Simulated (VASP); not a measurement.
# CdTe (scan) (F-43m) in VASP: single point with r2SCAN

Aim: the single point of CdTe (scan) with r2SCAN.

Everything below comes from runs of VASP 6.6.1. Logs are shortened: lines on timing, memory, paths and dates and some standing lists are left out, and cuts for length are marked.

## 1. The cell of the first run

It takes space group F-43m (No. 216, cubic). The conventional cell has a = 6.559 Å, b = 6.559 Å, c = 6.559 Å, α = 90.00°, β = 90.00°, γ = 90.00°. Within 3.7 Å of Cd (site symmetry -43m) lie 4 Te at 2.84 Å. Te (site symmetry -43m) has 4 Cd at 2.84 Å within 3.7 Å.

## 2. Single point, r2SCAN

POSCAR reads:

```
CdTe
1.0
    0.0000000000      3.2792746467      3.2792746467
    3.2792746467      0.0000000000      3.2792746467
    3.2792746467      3.2792746467      0.0000000000
Cd Te
1 1
Direct
    0.0000000000      0.0000000000      0.0000000000
    0.7500000000      0.7500000000      0.7500000000
```

INCAR.step1 reads:

```
SYSTEM = CdTe
PREC     = Accurate       ! precision mode
ENCUT    = 550            ! plane-wave cutoff, eV
ISMEAR   = 0              ! smearing method
SIGMA    = 0.02           ! smearing width, eV
LREAL    = .FALSE.        ! projectors in reciprocal space
LASPH    = .TRUE.         ! aspherical terms in the spheres
NELM     = 120            ! most SCF steps
NBANDS   = 16             ! bands
GGA      = PE             ! functional
ALGO     = Normal         ! electronic algorithm
EDIFF    = 1E-5           ! SCF threshold, eV
LWAVE    = .TRUE.         ! write WAVECAR
LCHARG   = .FALSE.        ! write CHGCAR
GGA_COMPAT= .FALSE.
```

INCAR.step2 reads:

```
SYSTEM = CdTe
PREC     = Accurate       ! precision mode
ENCUT    = 550            ! plane-wave cutoff, eV
EDIFF    = 1E-6           ! SCF threshold, eV
ISMEAR   = 0              ! smearing method
SIGMA    = 0.02           ! smearing width, eV
LREAL    = .FALSE.        ! projectors in reciprocal space
LASPH    = .TRUE.         ! aspherical terms in the spheres
NELM     = 120            ! most SCF steps
ALGO     = Normal         ! electronic algorithm
ISIF     = 2              ! what is computed and relaxed
LWAVE    = .FALSE.        ! write WAVECAR
LCHARG   = .FALSE.        ! write CHGCAR
METAGGA  = R2SCAN         ! meta-GGA
LMIXTAU  = .TRUE.       
NBANDS   = 16             ! bands
ISTART   = 1            
GGA_COMPAT= .FALSE.
```

KPOINTS reads:

```
regular mesh
0
G
  8 8 8
  0 0 0
```

Potentials or basis: VASP PAW PBE potentials, release 64 (Cd, Te).

Command:

```sh
> cat potpaw_PBE.64/Cd/POTCAR potpaw_PBE.64/Te/POTCAR > POTCAR
> cp INCAR.step1 INCAR
> mpirun -np 1 vasp_std > vasp.out
> cp INCAR.step2 INCAR
> mpirun -np 1 vasp_std > vasp.out
```

OUTCAR:

```text
SYSTEM = CdTe
   PREC = Accurate
   ENCUT = 550
   EDIFF = 1E-6
   ISMEAR = 0
   LREAL = .FALSE.
   LASPH = .TRUE.
   NELM = 120
   ISIF = 2
   METAGGA = R2SCAN
   ISTART = 1

 ion  position               nearest neighbor table
   1  0.000  0.000  0.000-   2 2.84   2 2.84   2 2.84   2 2.84
   2  0.750  0.750  0.750-   1 2.84   1 2.84   1 2.84   1 2.84

  LATTYP: Found a face centered cubic cell.
 ALAT       =     6.5585492934

  Lattice vectors:

 A1 = (   0.0000000000,   3.2792746467,   3.2792746467)
 A2 = (   3.2792746467,   0.0000000000,   3.2792746467)
 A3 = (   3.2792746467,   3.2792746467,   0.0000000000)

Analysis of symmetry for initial positions (statically):
=====================================================================
 Subroutine PRICEL returns:
 Original cell was already a primitive cell.

 Routine SETGRP: Setting up the symmetry group for a
 face centered cubic supercell.

 Subroutine GETGRP returns: Found 24 space group operations
 (whereof 24 operations were pure point group operations)
 out of a pool of 48 trial point group operations.

The static configuration has the point symmetry T_d .

Analysis of symmetry for dynamics (positions and initial velocities):
=====================================================================
 Subroutine PRICEL returns:
 Original cell was already a primitive cell.

 Routine SETGRP: Setting up the symmetry group for a
 face centered cubic supercell.

 Subroutine GETGRP returns: Found 24 space group operations
 (whereof 24 operations were pure point group operations)
 out of a pool of 48 trial point group operations.

The dynamic configuration has the point symmetry T_d .

 Subroutine INISYM returns: Found 24 space group operations
 (whereof 24 operations are pure point group operations),
 and found     1 'primitive' translations

----------------------------------------------------------------------------------------

                                     Primitive cell

  volume of cell :      70.5283

  direct lattice vectors                    reciprocal lattice vectors
     0.000000000  3.279274647  3.279274647    -0.152472743  0.152472743  0.152472743
     3.279274647  0.000000000  3.279274647     0.152472743 -0.152472743  0.152472743
     3.279274647  3.279274647  0.000000000     0.152472743  0.152472743 -0.152472743

  length of vectors
     4.637594680  4.637594680  4.637594680     0.264090537  0.264090537  0.264090537

  position of ions in fractional coordinates (direct lattice)
     0.000000000  0.000000000  0.000000000
     0.750000000  0.750000000  0.750000000

  ion indices of the primitive-cell ions
   primitive index   ion index
                 1           1
                 2           2

----------------------------------------------------------------------------------------

 KPOINTS: regular mesh

Automatic generation of k-mesh.
 Grid dimensions read from file:
 generate k-points for:    8    8    8

 Generating k-lattice:

  Cartesian coordinates                     Fractional coordinates (reciprocal lattice)
    -0.019059093  0.019059093  0.019059093     0.125000000  0.000000000  0.000000000
     0.019059093 -0.019059093  0.019059093     0.000000000  0.125000000  0.000000000
     0.019059093  0.019059093 -0.019059093     0.000000000  0.000000000  0.125000000

  Length of vectors
     0.033011317  0.033011317  0.033011317

  Shift w.r.t. Gamma in fractional coordinates (k-lattice)
     0.000000000  0.000000000  0.000000000

 Subroutine IBZKPT returns following result:
 ===========================================

 Found     29 irreducible k-points:

 Following reciprocal coordinates:
            Coordinates               Weight
  0.000000  0.000000  0.000000      1.000000
  0.125000  0.000000  0.000000      8.000000
  0.250000  0.000000  0.000000      8.000000
  0.375000  0.000000  0.000000      8.000000
  0.500000  0.000000  0.000000      4.000000
  0.125000  0.125000  0.000000      6.000000
[... 16 lines left out ...]
  0.500000  0.250000  0.125000     48.000000
 -0.375000  0.250000  0.125000     24.000000
 [... further k-points ...]
   k-points           NKPTS =     29   k-points in BZ     NKDIM =     29   number of bands    NBANDS=     16
   number of dos      NEDOS =    301   number of ions     NIONS =      2
   total plane-waves  NPLWV =  46656
   dimension x,y,z NGX =    36 NGY =   36 NGZ =   36
   dimension x,y,z NGXF=    72 NGYF=   72 NGZF=   72
   ions per type =               1   1
   NGX,Y,Z   is equivalent  to a cutoff of  12.91, 12.91, 12.91 a.u.
   NGXF,Y,Z  is equivalent  to a cutoff of  25.81, 25.81, 25.81 a.u.
 SYSTEM =  CdTe
   PREC   = accura    normal or accurate (medium, high low for compatibility)
   ISTART =      1    job   : 0-new  1-cont  2-samecut
   ICHARG =      0    charge: 1-file 2-atom 10-const
   ISPIN  =      1    spin polarized calculation?
   LNONCOLLINEAR =      F non collinear calculations
   LSORBIT =      F    spin-orbit coupling
   LASPH  =      T    aspherical Exc in radial PAW
   ENCUT  =  550.0 eV  40.42 Ry    6.36 a.u.   8.87  8.87  8.87*2*pi/ulx,y,z
   NELM   =    120;   NELMIN=  2; NELMDL=  0     # of ELM steps
   EDIFF  = 0.1E-05   stopping-criterion for ELM
   LREAL  =      F    real-space projection
   EDIFFG = 0.1E-04   stopping-criterion for IOM
   NSW    =      0    number of steps for IOM
   IBRION =     -1    ionic relax: 0-MD 1-quasi-New 2-CG
   NFREE  =      0    steps in history (QN), initial steepest desc. (CG)
   ISIF   =      2    stress and relaxation
   ISYM   =      2    0-nonsym 1-usesym 2-fastsym
   POTIM  = 0.5000    time-step for ionic-motion
   TEBEG  =    0.0;   TEEND  =   0.0 temperature during run
   PSTRESS=    0.0 pullay stress
   NELECT =      18.0000    total number of electrons
   NUPDOWN=      -1.0000    fix difference up-down
   EMIN   =  10.00;   EMAX   =-10.00  energy-range for DOS
   EFERMI =   0.00;   METHOD = LEGACY
   ISMEAR =     0;   SIGMA  =   0.02  broadening in eV -4-tet -1-fermi 0-gaus
   EFERMI_NEDOS =   21; number of points for ismear=-14 and -15
   IALGO  =     38    algorithm
   IMIX   =      4    mixing-type and parameters
     AMIX     =   0.40;   BMIX     =  1.00
     AMIX_MAG =   1.60;   BMIX_MAG =  1.00
  volume/ion in A,a.u.               =      35.26       237.97
  Fermi-wavevector in a.u.,A,eV,Ry     =   1.038432  1.962351 14.671708  1.078340
  Thomas-Fermi vector in A             =   2.172915
   LORBIT       =      0    0 simple, 1 ext, 2 COOP (PROOUT), +10 PAW based schemes
   METAGGA = R2SCAN    functional components
   LHFCALC =     F    Hartree Fock is set to
   AEXX    =    0.0000 exact exchange contribution
   IVDW    =     0    specifies the selected vdW correction
   LEPSILON=     F    determine dielectric tensor
   LRPA    =     F    only Hartree local field effects (RPA)
 non-spin polarized calculation
 Gauss-broadening in eV      SIGMA  =   0.02
  energy-cutoff  :      550.00
  volume of cell :       70.53
 maximum number of plane-waves:      2120
   NGX = 17   NGY = 17   NGZ = 17

 number of electron      18.0000006 magnetization

 Free energy of the ion-electron system (eV)
  ---------------------------------------------------
  ext. energy  EPLUGINS =         0.00000000
  ---------------------------------------------------
  free energy    TOTEN  =       -46.64531512 eV

  energy without entropy =      -46.64531512  energy(sigma->0) =      -46.64531512

 E-fermi :   1.9244     XC(G=0):  -8.9392

 val. band max:        1.7803851687   @ k =   0.0000   0.0000   0.0000
 cond. band min:       2.9372191124   @ k =   0.0000   0.0000   0.0000
 fundamental gap:      1.1568339437
 Fermi energy:         1.9243803460

 k-point     1 :       0.0000    0.0000    0.0000
  band No.  band energies     occupation
      1      -9.5414      2.00000
      2      -6.6647      2.00000
      3      -6.6647      2.00000
      4      -6.6647      2.00000
      5      -6.4075      2.00000
      6      -6.4075      2.00000
[... 8 lines left out ...]
     15      11.5487      0.00000
     16      11.5487      0.00000

 k-point     2 :       0.1250    0.0000    0.0000
  band No.  band energies     occupation
      1      -9.4858      2.00000
      2      -6.6541      2.00000
      3      -6.6541      2.00000
      4      -6.6168      2.00000
      5      -6.4082      2.00000
      6      -6.4082      2.00000
[... 8 lines left out ...]
     15      10.8557      0.00000
     16      10.8557      0.00000

 k-point     3 :       0.2500    0.0000    0.0000
  band No.  band energies     occupation
      1      -9.3516      2.00000
      2      -6.6303      2.00000
      3      -6.6303      2.00000
      4      -6.4605      2.00000
      5      -6.4076      2.00000
      6      -6.4076      2.00000
[... 8 lines left out ...]
     15      10.6556      0.00000
     16      10.6556      0.00000

 k-point     4 :       0.3750    0.0000    0.0000
  band No.  band energies     occupation
      1      -9.2195      2.00000
      2      -6.6100      2.00000
      3      -6.6100      2.00000
      4      -6.4028      2.00000
      5      -6.4027      2.00000
      6      -6.2123      2.00000
[... 8 lines left out ...]
     15      11.4873      0.00000
     16      11.4873      0.00000
[... 324 lines left out ...]
 k-point    22 :       0.3750    0.2500    0.1250
  band No.  band energies     occupation
      1      -9.2540      2.00000
      2      -6.6032      2.00000
      3      -6.5913      2.00000
      4      -6.4494      2.00000
      5      -6.3980      2.00000
      6      -6.3169      2.00000
[... 8 lines left out ...]
     15      12.0514      0.00000
     16      12.6760      0.00000

 k-point    23 :       0.5000    0.2500    0.1250
  band No.  band energies     occupation
      1      -9.1511      2.00000
      2      -6.5832      2.00000
      3      -6.5739      2.00000
      4      -6.4320      2.00000
      5      -6.3979      2.00000
      6      -6.0982      2.00000
[... 8 lines left out ...]
     15      12.2570      0.00000
     16      12.9438      0.00000

 k-point    24 :      -0.3750    0.2500    0.1250
  band No.  band energies     occupation
      1      -9.1097      2.00000
      2      -6.5771      2.00000
      3      -6.5673      2.00000
      4      -6.4214      2.00000
      5      -6.4019      2.00000
      6      -5.9695      2.00000
[... 8 lines left out ...]
     15      12.3454      0.00000
     16      12.9142      0.00000

 [... further k-points ...]
[... 5 lines left out ...]
  --------------------------------------------------------------------------------------
  -------------------------------------------------------------------------------------
  Total        0.0349280      0.0349280      0.0349280     -0.0000000      0.0000000      0.0000000
  in kB        0.7934517      0.7934517      0.7934517     -0.0000000      0.0000000      0.0000000
  external PRESSURE =       0.7934517 kB  Pullay stress =       0.0000000 kB

 VOLUME and BASIS-vectors are now :
 -----------------------------------------------------------------------------
  energy-cutoff  :      550.00
  volume of cell :       70.53
      direct lattice vectors                 reciprocal lattice vectors
     0.000000000  3.279274647  3.279274647    -0.152472743  0.152472743  0.152472743
     3.279274647  0.000000000  3.279274647     0.152472743 -0.152472743  0.152472743
     3.279274647  3.279274647  0.000000000     0.152472743  0.152472743 -0.152472743

 POSITION                                       TOTAL-FORCE (eV/Angst)
 -----------------------------------------------------------------------------------
      0.00000      0.00000      0.00000        -0.000000     -0.000000      0.000000
      4.91891      4.91891      4.91891         0.000000      0.000000     -0.000000
 -----------------------------------------------------------------------------------
    total drift:                               -0.000000     -0.000000     -0.000000

  FREE ENERGIE OF THE ION-ELECTRON SYSTEM (eV)
  ---------------------------------------------------
  free  energy   TOTEN  =       -46.6453151162 eV

  energy  without entropy=      -46.6453151162  energy(sigma->0) =      -46.64531512
```

It took 1.8 min on 1 thread of Intel Xeon Platinum 8259CL at 2.50GHz (Skylake/Cascade Lake), shared host; peak memory 0.23 GiB.

What came out:

```
Free energy            : -46.6453 eV
Pressure               : 0.1 GPa
Band gap on the k mesh : 1.16 eV, direct
```

Levels at points of the mesh, in eV from the valence-band top:
| k point | band 7 | band 8 | band 9 | band 10 | band 11 | band 12 |
| --- | --- | --- | --- | --- | --- | --- |
| (0.00, 0.00, 0.00) | 0.00 | 0.00 | 0.00 | 1.16 | 5.05 | 5.05 |
| (0.50, 0.00, 0.00) | -4.29 | -0.74 | -0.74 | 2.19 | 5.60 | 5.60 |
| (0.50, 0.50, 0.00) | -4.18 | -1.79 | -1.79 | 2.95 | 2.99 | 9.26 |

Caveat: the PAW data sets were made with another functional, which shifts forces and pressure a little; spin-orbit coupling is left out, which moves the levels of the heavy elements. r2SCAN opens gaps a little over a GGA but as a rule still falls short of measured ones.
